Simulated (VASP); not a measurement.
# TaN (R-3m) in VASP: notebook

TaN is run at these levels: r2SCAN; tasks: single point.

Program: VASP 6.6.1. These are calculated values, not measurements. Logs are shortened: lines on timing, memory, paths and dates and some standing lists are left out, and cuts for length are marked.

## 1. The cell of the first run

It takes space group R-3m (No. 166, trigonal). Conventional cell: a = 3.485 Å, b = 3.485 Å, c = 6.061 Å, α = 90.00°, β = 90.00°, γ = 120.00°. Within 3.0 Å of Ta (site symmetry -3m) lie 6 N at 2.25 Å and 6 Ta at 2.85 Å. N (site symmetry -3m) has 6 Ta at 2.25 Å and 6 N at 2.85 Å within 3.0 Å.

## 2. Single point, r2SCAN

File POSCAR:

```
TaN
1.0
   -0.4763954385      1.9877188986      1.9877188986
    1.9877188986     -0.4763954385      1.9877188986
    1.9877188986      1.9877188986     -0.4763954385
Ta N
1 1
Direct
    0.5000000000      0.5000000000      0.5000000000
    0.0000000000      0.0000000000      0.0000000000
```

File INCAR.step1:

```
SYSTEM = TaN
ALGO = Normal
EDIFF = 1E-4
ENCUT = 520
GGA = PE
ISMEAR = 0
LASPH = .True.
LCHARG = .False.
LREAL = .False.
LWAVE = .True.
NBANDS = 15
NELM = 100
PREC = Accurate
SIGMA = 0.15
```

File INCAR.step2:

```
SYSTEM = TaN
ALGO = Normal
EDIFF = 1E-7
ENCUT = 520
ISIF = 2
ISMEAR = 0
ISTART = 1
LASPH = .True.
LCHARG = .False.
LMIXTAU = .True.
LREAL = .False.
LWAVE = .False.
METAGGA = R2SCAN
NBANDS = 15
NELM = 100
PREC = Accurate
SIGMA = 0.15
```

File KPOINTS:

```
k-points
0
Gamma
  26 26 26
  0 0 0
```

Potentials or basis: VASP PAW PBE potentials, release 64 (Ta_pv, N).

Started as:

```bash
cat potpaw_PBE.64/Ta_pv/POTCAR potpaw_PBE.64/N/POTCAR > POTCAR
cp INCAR.step1 INCAR
mpirun -np 1 vasp_std > vasp.out
cp INCAR.step2 INCAR
mpirun -np 1 vasp_std > vasp.out
```

OUTCAR:

```text
SYSTEM = TaN
   EDIFF = 1E-7
   ENCUT = 520
   ISIF = 2
   ISMEAR = 0
   ISTART = 1
   LASPH = .True.
   LREAL = .False.
   METAGGA = R2SCAN
   NELM = 100
   PREC = Accurate

 ion  position               nearest neighbor table
   1  0.500  0.500  0.500-   2 2.25   2 2.25   2 2.25   2 2.25   2 2.25   2 2.25
   2  0.000  0.000  0.000-   1 2.25   1 2.25   1 2.25   1 2.25   1 2.25   1 2.25

  LATTYP: Found a trigonal (rhomboedric) cell.
 ALAT       =     2.8511410792
 COS(alpha) =     0.2530624440

  Lattice vectors:

 A1 = (  -0.4763954385,   1.9877188986,   1.9877188986)
 A2 = (   1.9877188986,  -0.4763954385,   1.9877188986)
 A3 = (   1.9877188986,   1.9877188986,  -0.4763954385)

Analysis of symmetry for initial positions (statically):
=====================================================================
 Subroutine PRICEL returns:
 Original cell was already a primitive cell.

 Routine SETGRP: Setting up the symmetry group for a
 trigonal (rhombohedral) supercell.

 Subroutine GETGRP returns: Found 12 space group operations
 (whereof 12 operations were pure point group operations)
 out of a pool of 12 trial point group operations.

The static configuration has the point symmetry D_3d.

Analysis of symmetry for dynamics (positions and initial velocities):
=====================================================================
 Subroutine PRICEL returns:
 Original cell was already a primitive cell.

 Routine SETGRP: Setting up the symmetry group for a
 trigonal (rhombohedral) supercell.

 Subroutine GETGRP returns: Found 12 space group operations
 (whereof 12 operations were pure point group operations)
 out of a pool of 12 trial point group operations.

The dynamic configuration has the point symmetry D_3d.

 Subroutine INISYM returns: Found 12 space group operations
 (whereof 12 operations are pure point group operations),
 and found     1 'primitive' translations

----------------------------------------------------------------------------------------

                                     Primitive cell

  volume of cell :      21.2457

  direct lattice vectors                    reciprocal lattice vectors
    -0.476395438  1.987718899  1.987718899    -0.175286056  0.230539269  0.230539269
     1.987718899 -0.476395438  1.987718899     0.230539269 -0.175286056  0.230539269
     1.987718899  1.987718899 -0.476395438     0.230539269  0.230539269 -0.175286056

  length of vectors
     2.851141079  2.851141079  2.851141079     0.370164707  0.370164707  0.370164707

  position of ions in fractional coordinates (direct lattice)
     0.500000000  0.500000000  0.500000000
     0.000000000  0.000000000  0.000000000

  ion indices of the primitive-cell ions
   primitive index   ion index
                 1           1
                 2           2

----------------------------------------------------------------------------------------

 KPOINTS: k-points

Automatic generation of k-mesh.
 Grid dimensions read from file:
 generate k-points for:   26   26   26

 Generating k-lattice:

  Cartesian coordinates                     Fractional coordinates (reciprocal lattice)
    -0.006741771  0.008866895  0.008866895     0.038461538  0.000000000  0.000000000
     0.008866895 -0.006741771  0.008866895     0.000000000  0.038461538  0.000000000
     0.008866895  0.008866895 -0.006741771     0.000000000  0.000000000  0.038461538

  Length of vectors
     0.014237104  0.014237104  0.014237104

  Shift w.r.t. Gamma in fractional coordinates (k-lattice)
     0.000000000  0.000000000  0.000000000

 Subroutine IBZKPT returns following result:
 ===========================================

 Found   1652 irreducible k-points:

 Following reciprocal coordinates:
            Coordinates               Weight
  0.000000  0.000000  0.000000      1.000000
  0.038462 -0.000000 -0.000000      6.000000
  0.076923 -0.000000 -0.000000      6.000000
  0.115385 -0.000000 -0.000000      6.000000
  0.153846  0.000000  0.000000      6.000000
  0.192308  0.000000  0.000000      6.000000
[... 16 lines left out ...]
  0.346154  0.038462 -0.000000     12.000000
  0.384615  0.038462  0.000000     12.000000
 [... further k-points ...]
   k-points           NKPTS =   1652   k-points in BZ     NKDIM =   1652   number of bands    NBANDS=     15
   number of dos      NEDOS =    301   number of ions     NIONS =      2
   total plane-waves  NPLWV =  13824
   dimension x,y,z NGX =    24 NGY =   24 NGZ =   24
   dimension x,y,z NGXF=    48 NGYF=   48 NGZF=   48
   ions per type =               1   1
   NGX,Y,Z   is equivalent  to a cutoff of  13.99, 13.99, 13.99 a.u.
   NGXF,Y,Z  is equivalent  to a cutoff of  27.99, 27.99, 27.99 a.u.
 SYSTEM =  TaN
   PREC   = accura    normal or accurate (medium, high low for compatibility)
   ISTART =      1    job   : 0-new  1-cont  2-samecut
   ICHARG =      0    charge: 1-file 2-atom 10-const
   ISPIN  =      1    spin polarized calculation?
   LNONCOLLINEAR =      F non collinear calculations
   LSORBIT =      F    spin-orbit coupling
   LASPH  =      T    aspherical Exc in radial PAW
   ENCUT  =  520.0 eV  38.22 Ry    6.18 a.u.   5.30  5.30  5.30*2*pi/ulx,y,z
   NELM   =    100;   NELMIN=  2; NELMDL=  0     # of ELM steps
   EDIFF  = 0.1E-06   stopping-criterion for ELM
   LREAL  =      F    real-space projection
   EDIFFG = 0.1E-05   stopping-criterion for IOM
   NSW    =      0    number of steps for IOM
   IBRION =     -1    ionic relax: 0-MD 1-quasi-New 2-CG
   NFREE  =      0    steps in history (QN), initial steepest desc. (CG)
   ISIF   =      2    stress and relaxation
   ISYM   =      2    0-nonsym 1-usesym 2-fastsym
   POTIM  = 0.5000    time-step for ionic-motion
   TEBEG  =    0.0;   TEEND  =   0.0 temperature during run
   PSTRESS=    0.0 pullay stress
   NELECT =      16.0000    total number of electrons
   NUPDOWN=      -1.0000    fix difference up-down
   EMIN   =  10.00;   EMAX   =-10.00  energy-range for DOS
   EFERMI =   0.00;   METHOD = LEGACY
   ISMEAR =     0;   SIGMA  =   0.15  broadening in eV -4-tet -1-fermi 0-gaus
   EFERMI_NEDOS =   21; number of points for ismear=-14 and -15
   IALGO  =     38    algorithm
   IMIX   =      4    mixing-type and parameters
     AMIX     =   0.40;   BMIX     =  1.00
     AMIX_MAG =   1.60;   BMIX_MAG =  1.00
  volume/ion in A,a.u.               =      10.62        71.69
  Fermi-wavevector in a.u.,A,eV,Ry     =   1.489445  2.814643 30.183803  2.218447
  Thomas-Fermi vector in A             =   2.602353
   LORBIT       =      0    0 simple, 1 ext, 2 COOP (PROOUT), +10 PAW based schemes
   METAGGA = R2SCAN    functional components
   LHFCALC =     F    Hartree Fock is set to
   AEXX    =    0.0000 exact exchange contribution
   IVDW    =     0    specifies the selected vdW correction
   LEPSILON=     F    determine dielectric tensor
   LRPA    =     F    only Hartree local field effects (RPA)
 non-spin polarized calculation
 Gauss-broadening in eV      SIGMA  =   0.15
  energy-cutoff  :      520.00
  volume of cell :       21.25
 maximum number of plane-waves:       592
 NGX is ok and might be reduce to    24

 number of electron      15.9999998 magnetization

 Free energy of the ion-electron system (eV)
  ---------------------------------------------------
  ext. energy  EPLUGINS =         0.00000000
  ---------------------------------------------------
  free energy    TOTEN  =       -58.87631580 eV

  energy without entropy =      -58.86891246  energy(sigma->0) =      -58.87261413

 E-fermi :   8.8116     XC(G=0): -14.4654

 val. band max:        8.8096162354   @ k =  -0.2308   0.2692   0.1538
 cond. band min:       8.8120396913   @ k =  -0.3846   0.2308   0.1923
 fundamental gap:      0.0024234559
 Fermi energy:         8.8116226032

 k-point     1 :       0.0000    0.0000    0.0000
  band No.  band energies     occupation
      1     -27.6316      2.00000
      2     -27.6316      2.00000
      3     -27.5050      2.00000
      4     -10.1724      2.00000
      5       5.0802      2.00000
      6       5.0802      2.00000
      7       5.6596      2.00000
      8       5.6596      2.00000
      9       6.6393      2.00000
     10       9.1790      0.00053
     11      11.1345      0.00000
     12      11.1345      0.00000
     13      14.4600      0.00000
     14      19.1565      0.00000
     15      22.2999      0.00000

 k-point     2 :       0.0385   -0.0000   -0.0000
  band No.  band energies     occupation
      1     -27.6425      2.00000
      2     -27.6305      2.00000
      3     -27.5105      2.00000
      4     -10.1397      2.00000
      5       4.8589      2.00000
      6       4.9652      2.00000
      7       5.7240      2.00000
      8       5.7930      2.00000
      9       6.6077      2.00000
     10       9.2607      0.00002
     11      11.2216      0.00000
     12      11.2356      0.00000
     13      14.4737      0.00000
     14      19.1563      0.00000
     15      22.3559      0.00000

 k-point     3 :       0.0769   -0.0000   -0.0000
  band No.  band energies     occupation
      1     -27.6789      2.00000
      2     -27.6274      2.00000
      3     -27.5219      2.00000
      4     -10.0431      2.00000
      5       4.3923      2.00000
      6       4.6947      2.00000
      7       5.8575      2.00000
      8       5.9747      2.00000
      9       6.5852      2.00000
     10       9.4626      0.00000
     11      11.4660      0.00000
     12      11.5226      0.00000
     13      14.5255      0.00000
     14      19.1562      0.00000
     15      22.5055      0.00000
[... 343 lines left out ...]
 k-point    23 :       0.3462    0.0385   -0.0000
  band No.  band energies     occupation
      1     -28.4127      2.00000
      2     -27.5778      2.00000
      3     -27.5418      2.00000
      4      -8.2284      2.00000
      5       0.1322      2.00000
      6       2.3158      2.00000
      7       5.0951      2.00000
      8       7.1975      2.00000
      9       9.2812      0.00001
     10      11.5412      0.00000
     11      14.1314      0.00000
     12      15.3383      0.00000
     13      16.4653      0.00000
     14      19.1533      0.00000
     15      21.5055      0.00000

 k-point    24 :       0.3846    0.0385    0.0000
  band No.  band energies     occupation
      1     -28.5031      2.00000
      2     -27.5717      2.00000
      3     -27.5413      2.00000
      4      -7.9296      2.00000
      5      -0.3491      2.00000
      6       2.0954      2.00000
      7       4.9519      2.00000
      8       7.4268      2.00000
      9       9.3145      0.00000
     10      12.4019      0.00000
     11      14.5782      0.00000
     12      15.7305      0.00000
     13      16.5872      0.00000
     14      19.1520      0.00000
     15      21.1901      0.00000

 [... further k-points ...]
[... 5 lines left out ...]
  --------------------------------------------------------------------------------------
  -------------------------------------------------------------------------------------
  Total        0.1405804      0.1405804      0.1405804      1.4439787      1.4439787      1.4439787
  in kB       10.6014265     10.6014265     10.6014265    108.8931249    108.8931249    108.8931249
  external PRESSURE =      10.6014265 kB  Pullay stress =       0.0000000 kB

 VOLUME and BASIS-vectors are now :
 -----------------------------------------------------------------------------
  energy-cutoff  :      520.00
  volume of cell :       21.25
      direct lattice vectors                 reciprocal lattice vectors
    -0.476395438  1.987718899  1.987718899    -0.175286056  0.230539269  0.230539269
     1.987718899 -0.476395438  1.987718899     0.230539269 -0.175286056  0.230539269
     1.987718899  1.987718899 -0.476395438     0.230539269  0.230539269 -0.175286056

 POSITION                                       TOTAL-FORCE (eV/Angst)
 -----------------------------------------------------------------------------------
      1.74952      1.74952      1.74952        -0.000000      0.000000      0.000000
      0.00000      0.00000      0.00000         0.000000     -0.000000     -0.000000
 -----------------------------------------------------------------------------------
    total drift:                               -0.000000     -0.000000     -0.000000

  FREE ENERGIE OF THE ION-ELECTRON SYSTEM (eV)
  ---------------------------------------------------
  free  energy   TOTEN  =       -58.8763158034 eV

  energy  without entropy=      -58.8689124562  energy(sigma->0) =      -58.87261413
```

Wall time 15 min (1 thread of Intel Xeon 6975P-C, shared host); peak memory 0.61 GiB.

Results:

```yaml
Free_energy: -58.8763 eV
Pressure: 1.1 GPa
Band_gap_on_the_k_mesh: zero (band 8 reaches 12.67 eV, above the bottom of band 9 at 5.91 eV)
```

Caveat: the PAW data sets were made with another functional, which shifts forces and pressure a little; spin-orbit coupling is left out, which moves the levels of the heavy elements.

## 3. Single point, r2SCAN

This run uses another cell than the first one, of the same volume but with other edges.

File POSCAR:

```
TaN
1.0
   -0.2320637629      2.0885738657      2.0885738657
    2.0885738657     -0.2320637629      2.0885738657
    2.0885738657      2.0885738657     -0.2320637629
Ta N
1 1
Direct
    0.5000000000      0.5000000000      0.5000000000
    0.0000000000      0.0000000000      0.0000000000
```

File INCAR.step1:

```
PREC = Accurate
ENCUT = 520
ISMEAR = 0
SIGMA = 0.15
LREAL = False
LASPH = True
NELM = 60
NBANDS = 15
GGA = PE
ALGO = Normal
EDIFF = 1E-4
LWAVE = True
LCHARG = False
```

File INCAR.step2:

```
PREC = Accurate
ENCUT = 520
EDIFF = 1E-6
ISMEAR = 0
SIGMA = 0.15
LREAL = False
LASPH = True
NELM = 60
ALGO = Normal
ISIF = 2
LWAVE = False
LCHARG = False
METAGGA = R2SCAN
LMIXTAU = True
NBANDS = 15
ISTART = 1
```

File KPOINTS:

```
Automatic mesh
0
Gamma
  26 26 26
```

Potentials or basis: VASP PAW PBE potentials, release 64 (Ta_pv, N).

Started as:

```bash
cat potpaw_PBE.64/Ta_pv/POTCAR potpaw_PBE.64/N/POTCAR > POTCAR
cp INCAR.step1 INCAR
mpirun -np 1 vasp_std > vasp.out
cp INCAR.step2 INCAR
mpirun -np 1 vasp_std > vasp.out
```

Wall time 14 min (1 thread of Intel Xeon Platinum 8259CL at 2.50GHz (Skylake/Cascade Lake), shared host); peak memory 0.6 GiB.

It converged, with:

- Free energy: -59.4465 eV
- Pressure: 2.7 GPa
- Band gap on the k mesh: zero (band 8 reaches 12.18 eV, above the bottom of band 9 at 6.36 eV)

Stress tensor (GPa, compression positive):
```
2.75 9.54 9.54
9.54 2.75 9.54
9.54 9.54 2.75
```

Levels at points of the mesh, in eV from the Fermi level:
```csv
k point,band 6,band 7,band 8,band 9,band 10,band 11
"(0.00, 0.00, 0.00)",-3.98,-3.22,-3.01,-3.01,-0.79,0.76
"(0.50, 0.00, 0.00)",-7.98,-6.35,0.45,0.72,4.41,4.83
"(0.50, 0.50, 0.00)",-5.37,-5.15,-4.09,2.04,2.86,4.36
"(0.50, 0.50, 0.50)",-8.56,-8.56,2.82,3.30,3.30,3.96
```

Caveat: the PAW data sets were made with another functional, which shifts forces and pressure a little; spin-orbit coupling is left out, which moves the levels of the heavy elements.
